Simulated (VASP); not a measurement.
# Ga (Cmce) in VASP: a series of runs

Runs on Ga. Level: r2SCAN. Tasks: single point.

All numbers are computed with VASP 6.6.1; they aren't measurements. Logs are shortened: lines on timing, memory, paths and dates and some standing lists are left out, and cuts for length are marked.

### Step 1. The cell of the first run

Symmetry: Cmce, No. 64, orthorhombic system. The conventional cell has a = 4.464 Å, b = 7.586 Å, c = 4.535 Å, α = 90.00°, β = 90.00°, γ = 90.00°. Within 3.3 Å of Ga (site symmetry m) lie 7 Ga at 2.49 to 2.76 Å.

### Step 2. Single point, r2SCAN

POSCAR

```
Ga
1.0
    2.2318501700     -3.7932285796      0.0000000000
    2.2318501700      3.7932285796      0.0000000000
    0.0000000000      0.0000000000      4.5346411306
Ga
4
Direct
    0.8442341977      0.1557658023      0.0855794111
    0.6557658023      0.3442341977      0.5855794111
    0.1557658023      0.8442341977      0.9144205889
    0.3442341977      0.6557658023      0.4144205889
```

INCAR.step1

```
  PREC = Accurate
  ENCUT = 520
  ISMEAR = -1
  SIGMA = 0.3
  LREAL = False
  LASPH = True
  NELM = 80
  NBANDS = 34
  GGA = PE
  ALGO = Normal
  EDIFF = 1E-4
  LWAVE = True
  LCHARG = False
```

INCAR.step2

```
  PREC = Accurate
  ENCUT = 520
  EDIFF = 1E-6
  ISMEAR = -1
  SIGMA = 0.3
  LREAL = False
  LASPH = True
  NELM = 80
  ALGO = Normal
  ISIF = 2
  LWAVE = False
  LCHARG = False
  METAGGA = R2SCAN
  LMIXTAU = True
  NBANDS = 34
  ISTART = 1
```

KPOINTS

```
regular mesh
0
Gamma
  8 8 7
```

Potentials or basis: VASP PAW PBE potentials, release 64 (Ga_d).

On the command line:

```
$ cat potpaw_PBE.64/Ga_d/POTCAR > POTCAR
$ cp INCAR.step1 INCAR
$ mpirun -np 1 vasp_std > vasp.out
$ cp INCAR.step2 INCAR
$ mpirun -np 1 vasp_std > vasp.out
```

OUTCAR:

```text
PREC = Accurate
   ENCUT = 520
   EDIFF = 1E-6
   ISMEAR = -1
   LREAL = False
   LASPH = True
   NELM = 80
   ISIF = 2
   METAGGA = R2SCAN
   ISTART = 1

 ion  position               nearest neighbor table
   1  0.844  0.156  0.086-   3 2.49   2 2.68   2 2.68   4 2.68   4 2.68   3 2.76   3 2.76
   2  0.656  0.344  0.586-   4 2.49   1 2.68   1 2.68   3 2.68   3 2.68   4 2.76   4 2.76
   3  0.156  0.844  0.914-   1 2.49   4 2.68   4 2.68   2 2.68   2 2.68   1 2.76   1 2.76
   4  0.344  0.656  0.414-   2 2.49   3 2.68   3 2.68   1 2.68   1 2.68   2 2.76   2 2.76

  LATTYP: Found a base centered orthorhombic cell.
 ALAT       =     4.4637003400
 B/A-ratio  =     1.6995892603
 C/A-ratio  =     1.0158928210

  Lattice vectors:

 A1 = (   2.2318501700,  -3.7932285796,   0.0000000000)
 A2 = (   2.2318501700,   3.7932285796,   0.0000000000)
 A3 = (   0.0000000000,   0.0000000000,   4.5346411306)

Analysis of symmetry for initial positions (statically):
=====================================================================
 Subroutine PRICEL returns:
 Original cell was already a primitive cell.

 Routine SETGRP: Setting up the symmetry group for a
 base centered orthorhombic supercell.

 Subroutine GETGRP returns: Found  8 space group operations
 (whereof  4 operations were pure point group operations)
 out of a pool of  8 trial point group operations.

The static configuration has the point symmetry C_2h.
 The point group associated with its full space group is D_2h.

Analysis of symmetry for dynamics (positions and initial velocities):
=====================================================================
 Subroutine PRICEL returns:
 Original cell was already a primitive cell.

 Routine SETGRP: Setting up the symmetry group for a
 base centered orthorhombic supercell.

 Subroutine GETGRP returns: Found  8 space group operations
 (whereof  4 operations were pure point group operations)
 out of a pool of  8 trial point group operations.

The dynamic configuration has the point symmetry C_2h.
 The point group associated with its full space group is D_2h.

 Subroutine INISYM returns: Found  8 space group operations
 (whereof  4 operations are pure point group operations),
 and found     1 'primitive' translations

----------------------------------------------------------------------------------------
[... 89 lines left out ...]
   ISTART =      1    job   : 0-new  1-cont  2-samecut
   ICHARG =      0    charge: 1-file 2-atom 10-const
   ISPIN  =      1    spin polarized calculation?
   LNONCOLLINEAR =      F non collinear calculations
   LSORBIT =      F    spin-orbit coupling
   LASPH  =      T    aspherical Exc in radial PAW
   ENCUT  =  520.0 eV  38.22 Ry    6.18 a.u.   8.18  8.18  8.43*2*pi/ulx,y,z
   NELM   =     80;   NELMIN=  2; NELMDL=  0     # of ELM steps
   EDIFF  = 0.1E-05   stopping-criterion for ELM
   LREAL  =      F    real-space projection
   EDIFFG = 0.1E-04   stopping-criterion for IOM
   NSW    =      0    number of steps for IOM
   IBRION =     -1    ionic relax: 0-MD 1-quasi-New 2-CG
   NFREE  =      0    steps in history (QN), initial steepest desc. (CG)
   ISIF   =      2    stress and relaxation
   ISYM   =      2    0-nonsym 1-usesym 2-fastsym
   POTIM  = 0.5000    time-step for ionic-motion
   TEBEG  =    0.0;   TEEND  =   0.0 temperature during run
   PSTRESS=    0.0 pullay stress
   NELECT =      52.0000    total number of electrons
   NUPDOWN=      -1.0000    fix difference up-down
   EMIN   =  10.00;   EMAX   =-10.00  energy-range for DOS
   EFERMI =   0.00;   METHOD = LEGACY
   ISMEAR =    -1;   SIGMA  =   0.30  broadening in eV -4-tet -1-fermi 0-gaus
   EFERMI_NEDOS =   21; number of points for ismear=-14 and -15
   IALGO  =     38    algorithm
   IMIX   =      4    mixing-type and parameters
     AMIX     =   0.40;   BMIX     =  1.00
     AMIX_MAG =   1.60;   BMIX_MAG =  1.00
  volume/ion in A,a.u.               =      19.19       129.53
  Fermi-wavevector in a.u.,A,eV,Ry     =   1.437674  2.716809 28.121954  2.066905
  Thomas-Fermi vector in A             =   2.556725
   LORBIT       =      0    0 simple, 1 ext, 2 COOP (PROOUT), +10 PAW based schemes
   METAGGA = R2SCAN    functional components
   LHFCALC =     F    Hartree Fock is set to
   AEXX    =    0.0000 exact exchange contribution
   IVDW    =     0    specifies the selected vdW correction
   LEPSILON=     F    determine dielectric tensor
   LRPA    =     F    only Hartree local field effects (RPA)
 non-spin polarized calculation
  energy-cutoff  :      520.00
  volume of cell :       76.78
 maximum number of plane-waves:      2094
 NGX is ok and might be reduce to    36
   NGX = 17   NGY = 17   NGZ = 17

 number of electron      52.0000022 magnetization

 Free energy of the ion-electron system (eV)
  ---------------------------------------------------
  ext. energy  EPLUGINS =         0.00000000
  ---------------------------------------------------
  free energy    TOTEN  =       -45.89723918 eV

  energy without entropy =      -45.59288439  energy(sigma->0) =      -45.74506179

 E-fermi :   5.1335     XC(G=0): -11.7676

 val. band max:        5.1282139978   @ k =   0.2500   0.2500   0.0000
 cond. band min:       5.1926593744   @ k =   0.2500   0.2500   0.0000
 fundamental gap:      0.0644453766
 Fermi energy:         5.1335447222

 k-point     1 :       0.0000    0.0000    0.0000
  band No.  band energies     occupation
      1     -10.6132      2.00000
      2     -10.6012      2.00000
      3     -10.5644      2.00000
      4     -10.5526      2.00000
      5     -10.5342      2.00000
      6     -10.5070      2.00000
[... 877 lines left out ...]
     33      11.3858      0.00000
     34      13.7706      0.00000

 [... further k-points ...]
[... 5 lines left out ...]
  --------------------------------------------------------------------------------------
  -------------------------------------------------------------------------------------
  Total        0.5034528      0.1945367      0.1151996      0.0000000     -0.0000000      0.0000000
  in kB       10.5056363      4.0594308      2.4038901      0.0000000     -0.0000000      0.0000000
  external PRESSURE =       5.6563190 kB  Pullay stress =       0.0000000 kB

 VOLUME and BASIS-vectors are now :
 -----------------------------------------------------------------------------
  energy-cutoff  :      520.00
  volume of cell :       76.78
      direct lattice vectors                 reciprocal lattice vectors
     2.231850170 -3.793228580  0.000000000     0.224029376 -0.131813833  0.000000000
     2.231850170  3.793228580  0.000000000     0.224029376  0.131813833  0.000000000
     0.000000000  0.000000000  4.534641131     0.000000000  0.000000000  0.220524617

 POSITION                                       TOTAL-FORCE (eV/Angst)
 -----------------------------------------------------------------------------------
      2.23185     -2.61152      0.38807         0.000000      0.024389      0.019423
      2.23185     -1.18171      2.65539         0.000000     -0.024389      0.019423
      2.23185      2.61152      4.14657         0.000000     -0.024389     -0.019423
      2.23185      1.18171      1.87925         0.000000      0.024389     -0.019423
 -----------------------------------------------------------------------------------
    total drift:                               -0.000000     -0.000000      0.000000

  FREE ENERGIE OF THE ION-ELECTRON SYSTEM (eV)
  ---------------------------------------------------
  free  energy   TOTEN  =       -45.8972391809 eV

  energy  without entropy=      -45.5928843911  energy(sigma->0) =      -45.74506179
```

OSZICAR.step1:

```text
N       E                     dE             d eps       ncg     rms          rms(c)
DAV:   1     0.359385195675E+03    0.35939E+03   -0.25361E+04  5920   0.290E+03
DAV:   2     0.326631919992E+02   -0.32672E+03   -0.31839E+03  5856   0.538E+02
DAV:   3    -0.104342171558E+02   -0.43097E+02   -0.42583E+02  6500   0.152E+02
DAV:   4    -0.117957165663E+02   -0.13615E+01   -0.13554E+01  6580   0.301E+01
DAV:   5    -0.118244149736E+02   -0.28698E-01   -0.28687E-01  7408   0.451E+00    0.252E+00
DAV:   6    -0.117452680648E+02    0.79147E-01   -0.19917E-01  7276   0.611E+00    0.138E+00
DAV:   7    -0.117301704544E+02    0.15098E-01   -0.56042E-02  8440   0.258E+00    0.313E-01
DAV:   8    -0.117290079049E+02    0.11625E-02   -0.12988E-02  6176   0.125E+00    0.456E-02
DAV:   9    -0.117291684263E+02   -0.16052E-03   -0.10096E-03  6332   0.325E-01    0.257E-02
DAV:  10    -0.117291753649E+02   -0.69386E-05   -0.17703E-04  4302   0.152E-01
   1 F= -.11729175E+02 E0= -.11554639E+02  d E =-.349072E+00
```

Run time: 12 min. Hardware: 1 thread of Oxide Virtual Turin-like, shared host; peak memory 0.27 GiB.

Results:

```
Free energy            : -45.8972 eV
Pressure               : 0.6 GPa
Largest force          : 0.031 eV/Å
Band gap on the k mesh : zero (bands 26 and 27 overlap by 1.05 eV)
```

Forces on the atoms (eV/Å):
```
Ga   0.000  0.024  0.019
Ga   0.000 -0.024  0.019
Ga   0.000 -0.024 -0.019
Ga   0.000  0.024 -0.019
```

Levels at points of the mesh, in eV from the Fermi level:
```tsv
k point	band 23	band 24	band 25	band 26	band 27	band 28	band 29	band 30
(0.00, 0.00, 0.00)	-4.12	-1.92	-1.56	-0.87	0.94	1.13	1.23	5.52
(0.50, 0.00, 0.00)	-3.63	-3.63	-1.67	-1.67	0.81	0.81	4.39	4.39
(0.50, 0.50, 0.00)	-4.23	-3.55	-1.93	-1.80	1.08	1.18	3.67	3.93
```

Caveat: so wide a smearing shifts energies and pressures; the PAW data sets were made with another functional, which shifts forces and pressure a little.

### Step 3. Single point, r2SCAN

POSCAR is that of step 2.

INCAR.step1

```
  ALGO = Normal
  EDIFF = 1E-4
  ENCUT = 520
  GGA = PE
  ISMEAR = -1
  LASPH = T
  LCHARG = F
  LREAL = F
  LWAVE = T
  NBANDS = 34
  NELM = 100
  PREC = Accurate
  SIGMA = 0.6
```

INCAR.step2

```
  ALGO = Normal
  EDIFF = 1E-6
  ENCUT = 520
  ISIF = 2
  ISMEAR = -1
  ISTART = 1
  LASPH = T
  LCHARG = F
  LMIXTAU = T
  LREAL = F
  LWAVE = F
  METAGGA = R2SCAN
  NBANDS = 34
  NELM = 100
  PREC = Accurate
  SIGMA = 0.6
```

KPOINTS

```
k-points
0
Gamma
  8 8 7
```

Potentials or basis: VASP PAW PBE potentials, release 64 (Ga_d).

On the command line:

```
$ cat potpaw_PBE.64/Ga_d/POTCAR > POTCAR
$ cp INCAR.step1 INCAR
$ mpirun -np 1 vasp_std > vasp.out
$ cp INCAR.step2 INCAR
$ mpirun -np 1 vasp_std > vasp.out
```

It took 11 min on 1 thread of Oxide Virtual Turin-like, shared host; peak memory 0.28 GiB.

It converged, with:

| Property | Result |
| --- | --- |
| Free energy | -46.4278 eV |
| Pressure | 2.1 GPa |
| Largest force | 0.071 eV/Å |
| Band gap on the k mesh | zero (bands 26 and 27 overlap by 1.04 eV) |

Forces on the atoms (eV/Å):
```
Ga   0.000  0.052  0.048
Ga   0.000 -0.052  0.048
Ga   0.000 -0.052 -0.048
Ga   0.000  0.052 -0.048
```

Stress tensor (GPa, compression positive):
```
2.65 0.00 0.00
0.00 1.88 0.00
0.00 0.00 1.82
```

Levels at points of the mesh, in eV from the Fermi level:
```tsv
k point	band 23	band 24	band 25	band 26	band 27	band 28	band 29	band 30
(0.00, 0.00, 0.00)	-4.12	-1.91	-1.55	-0.87	0.94	1.12	1.23	5.53
(0.50, 0.00, 0.00)	-3.64	-3.64	-1.67	-1.67	0.81	0.81	4.38	4.38
(0.50, 0.50, 0.00)	-4.24	-3.55	-1.93	-1.79	1.08	1.17	3.68	3.93
```

Caveat: so wide a smearing shifts energies and pressures; the PAW data sets were made with another functional, which shifts forces and pressure a little.

### Step 4. Single point, r2SCAN

POSCAR is that of step 3.

INCAR.step1

```
SYSTEM = Ga
PREC     = Accurate       ! precision mode
ENCUT    = 520            ! plane-wave cutoff, eV
ISMEAR   = 1              ! smearing method
SIGMA    = 0.03           ! smearing width, eV
LREAL    = .False.        ! projectors in reciprocal space
LASPH    = .True.         ! aspherical terms in the spheres
NELM     = 60             ! most SCF steps
NBANDS   = 34             ! bands
GGA      = PE             ! functional
ALGO     = Normal         ! electronic algorithm
EDIFF    = 1E-4           ! SCF threshold, eV
LWAVE    = .True.         ! write WAVECAR
LCHARG   = .False.        ! write CHGCAR
```

INCAR.step2

```
SYSTEM = Ga
PREC     = Accurate       ! precision mode
ENCUT    = 520            ! plane-wave cutoff, eV
EDIFF    = 1E-6           ! SCF threshold, eV
ISMEAR   = 1              ! smearing method
SIGMA    = 0.03           ! smearing width, eV
LREAL    = .False.        ! projectors in reciprocal space
LASPH    = .True.         ! aspherical terms in the spheres
NELM     = 60             ! most SCF steps
ALGO     = Normal         ! electronic algorithm
ISIF     = 2              ! what is computed and relaxed
LWAVE    = .False.        ! write WAVECAR
LCHARG   = .False.        ! write CHGCAR
METAGGA  = R2SCAN         ! meta-GGA
LMIXTAU  = .True.       
NBANDS   = 34             ! bands
ISTART   = 1
```

KPOINTS

```
regular mesh
0
Gamma
  8 8 7
  0 0 0
```

Potentials or basis: VASP PAW PBE potentials, release 64 (Ga_d).

On the command line:

```
$ cat potpaw_PBE.64/Ga_d/POTCAR > POTCAR
$ cp INCAR.step1 INCAR
$ mpirun -np 1 vasp_std > vasp.out
$ cp INCAR.step2 INCAR
$ mpirun -np 1 vasp_std > vasp.out
```

OUTCAR:

```text
SYSTEM = Ga
   PREC = Accurate
   ENCUT = 520
   EDIFF = 1E-6
   ISMEAR = 1
   LREAL = .False.
   LASPH = .True.
   NELM = 60
   ISIF = 2
   METAGGA = R2SCAN
   ISTART = 1

 ion  position               nearest neighbor table
   1  0.844  0.156  0.086-   3 2.49   2 2.68   2 2.68   4 2.68   4 2.68   3 2.76   3 2.76
   2  0.656  0.344  0.586-   4 2.49   1 2.68   1 2.68   3 2.68   3 2.68   4 2.76   4 2.76
   3  0.156  0.844  0.914-   1 2.49   4 2.68   4 2.68   2 2.68   2 2.68   1 2.76   1 2.76
   4  0.344  0.656  0.414-   2 2.49   3 2.68   3 2.68   1 2.68   1 2.68   2 2.76   2 2.76

  LATTYP: Found a base centered orthorhombic cell.
 ALAT       =     4.4637003400
 B/A-ratio  =     1.6995892603
 C/A-ratio  =     1.0158928210

  Lattice vectors:

 A1 = (   2.2318501700,  -3.7932285796,   0.0000000000)
 A2 = (   2.2318501700,   3.7932285796,   0.0000000000)
 A3 = (   0.0000000000,   0.0000000000,   4.5346411306)

Analysis of symmetry for initial positions (statically):
=====================================================================
 Subroutine PRICEL returns:
[... 172 lines left out ...]
  ext. energy  EPLUGINS =         0.00000000
  ---------------------------------------------------
  free energy    TOTEN  =       -45.76081553 eV

  energy without entropy =      -45.76075104  energy(sigma->0) =      -45.76079403

 E-fermi :   5.0877     XC(G=0): -11.7664

 val. band max:        5.0798347343   @ k =   0.0000   0.0000   0.4286
 cond. band min:       5.1070091155   @ k =   0.1250   0.0000   0.2857
 fundamental gap:      0.0271743812
 Fermi energy:         5.0877169035

 k-point     1 :       0.0000    0.0000    0.0000
  band No.  band energies     occupation
      1     -10.6162      2.00000
      2     -10.6031      2.00000
      3     -10.5652      2.00000
      4     -10.5542      2.00000
      5     -10.5373      2.00000
      6     -10.5104      2.00000
[... 877 lines left out ...]
     33      11.3869      0.00000
     34      13.7723      0.00000

 [... further k-points ...]
[... 5 lines left out ...]
  --------------------------------------------------------------------------------------
  -------------------------------------------------------------------------------------
  Total        0.0460981     -0.0072940      0.1094346      0.0000000     -0.0000000      0.0000000
  in kB        0.9619377     -0.1522062      2.2835908      0.0000000     -0.0000000      0.0000000
  external PRESSURE =       1.0311074 kB  Pullay stress =       0.0000000 kB

 VOLUME and BASIS-vectors are now :
 -----------------------------------------------------------------------------
  energy-cutoff  :      520.00
  volume of cell :       76.78
      direct lattice vectors                 reciprocal lattice vectors
     2.231850170 -3.793228580  0.000000000     0.224029376 -0.131813833  0.000000000
     2.231850170  3.793228580  0.000000000     0.224029376  0.131813833  0.000000000
     0.000000000  0.000000000  4.534641131     0.000000000  0.000000000  0.220524617

 POSITION                                       TOTAL-FORCE (eV/Angst)
 -----------------------------------------------------------------------------------
      2.23185     -2.61152      0.38807         0.000000     -0.005073      0.007900
      2.23185     -1.18171      2.65539         0.000000      0.005073      0.007900
      2.23185      2.61152      4.14657         0.000000      0.005073     -0.007900
      2.23185      1.18171      1.87925         0.000000     -0.005073     -0.007900
 -----------------------------------------------------------------------------------
    total drift:                               -0.000000     -0.000000      0.000000

  FREE ENERGIE OF THE ION-ELECTRON SYSTEM (eV)
  ---------------------------------------------------
  free  energy   TOTEN  =       -45.7608155288 eV

  energy  without entropy=      -45.7607510431  energy(sigma->0) =      -45.76079403
```

OUTCAR.step1:

```text
SYSTEM = Ga
   PREC = Accurate
   ENCUT = 520
   ISMEAR = 1
   LREAL = .False.
   LASPH = .True.
   NELM = 60
[... 1120 lines left out ...]
      2.23185     -1.18171      2.65539         0.000000      0.021701     -0.019763
      2.23185      2.61152      4.14657         0.000000      0.021701      0.019763
      2.23185      1.18171      1.87925         0.000000     -0.021701      0.019763
 -----------------------------------------------------------------------------------
    total drift:                               -0.000000     -0.000000      0.000000

  FREE ENERGIE OF THE ION-ELECTRON SYSTEM (eV)
  ---------------------------------------------------
  free  energy   TOTEN  =       -11.5745751600 eV

  energy  without entropy=      -11.5744051392  energy(sigma->0) =      -11.57451849
```

OSZICAR.step1:

```text
N       E                     dE             d eps       ncg     rms          rms(c)
DAV:   1     0.359472827881E+03    0.35947E+03   -0.25361E+04  5920   0.290E+03
DAV:   2     0.327895923274E+02   -0.32668E+03   -0.31836E+03  5856   0.538E+02
DAV:   3    -0.102837957528E+02   -0.43073E+02   -0.42581E+02  6500   0.152E+02
DAV:   4    -0.116424374687E+02   -0.13586E+01   -0.13537E+01  6580   0.301E+01
DAV:   5    -0.116710142860E+02   -0.28577E-01   -0.28568E-01  7408   0.451E+00    0.255E+00
DAV:   6    -0.115907860697E+02    0.80228E-01   -0.20244E-01  7276   0.617E+00    0.139E+00
DAV:   7    -0.115755567850E+02    0.15229E-01   -0.56935E-02  8480   0.260E+00    0.316E-01
DAV:   8    -0.115744047527E+02    0.11520E-02   -0.13191E-02  6176   0.125E+00    0.462E-02
DAV:   9    -0.115745688577E+02   -0.16410E-03   -0.10366E-03  6340   0.328E-01    0.257E-02
DAV:  10    -0.115745751600E+02   -0.63024E-05   -0.16952E-04  4228   0.147E-01
   1 F= -.11574575E+02 E0= -.11574518E+02  d E =-.170021E-03
```

Run time: 23 min. Hardware: 1 thread of Oxide Virtual Turin-like, shared host; peak memory 0.27 GiB.

Results:

```
Free energy            : -45.7608 eV
Pressure               : 0.1 GPa
Largest force          : 0.009 eV/Å
Band gap on the k mesh : zero (bands 26 and 27 overlap by 1.05 eV)
```

Forces on the atoms (eV/Å):
```
Ga   0.000 -0.005  0.008
Ga   0.000  0.005  0.008
Ga   0.000  0.005 -0.008
Ga   0.000 -0.005 -0.008
```

Stress tensor (GPa, compression positive):
```
 0.10  0.00  0.00
 0.00 -0.02  0.00
 0.00  0.00  0.23
```

Levels at points of the mesh, in eV from the Fermi level:
```
           k point  band 23  band 24  band 25  band 26  band 27  band 28  band 29  band 30
(0.00, 0.00, 0.00)    -4.08    -1.88    -1.51    -0.82     0.99     1.17     1.28     5.57
(0.50, 0.00, 0.00)    -3.58    -3.58    -1.63    -1.63     0.86     0.86     4.44     4.44
(0.50, 0.50, 0.00)    -4.18    -3.51    -1.89    -1.75     1.13     1.23     3.72     3.98
```

Caveat: the PAW data sets were made with another functional, which shifts forces and pressure a little.

[end of part 1 of 2]

The gap in the log of VASP goes by the Fermi energy; the results here count the filled bands.